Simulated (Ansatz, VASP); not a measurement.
## TiCo: VASP beside Ansatz

```
Co Ti
1.0
     2.98611    0.00000    0.00000
     0.00000    2.98611    0.00000
     0.00000    0.00000    2.98611
Co Ti
1 1
Direct
  0.50000 0.50000 0.50000
  0.00000 0.00000 0.00000
```

Alike in both runs: task relaxation of cell and atoms; functional revPBE; k mesh 9 × 9 × 9; occupations fermi-dirac, width 0.05 eV; collinear spin.

|  | VASP | Ansatz |
| --- | --- | --- |
| version | VASP 6.6.1 | Ansatz 0.2.0 |
| potentials or method | VASP PAW PBE potentials, release 64 (Co, Ti_sv) | Ansatz PAW |
| plane-wave cutoff (eV) | 600 | 420 |
| valence electrons in the cell | 21 | 29 |

Ansatz gave:

* net moment per atom (μB): 0.42
* size of the moment on the site where the two differ most (μB): 0.99
* relaxed volume (Å³/atom): 13.55
* relaxed cell length with the largest relative difference (Å): 3.003

Which values does VASP return?

net moment per atom (μB): 0.42; size of the moment on the site where the two differ most (μB): 0.95; relaxed volume (Å³/atom): 13.50; relaxed cell length with the largest relative difference (Å): 3.000.

VASP's potentials were made for PBE, not for revPBE. Site moments also hang on the region over which each program counts them. VASP's potentials hold 21 valence electrons a cell and Ansatz's 29, so a difference there can come from the potentials and not from the codes.

Noted on Ansatz's run: the plane-wave basis is chosen anew once the cell has moved, so the energies of steps on either side of that aren't comparable.
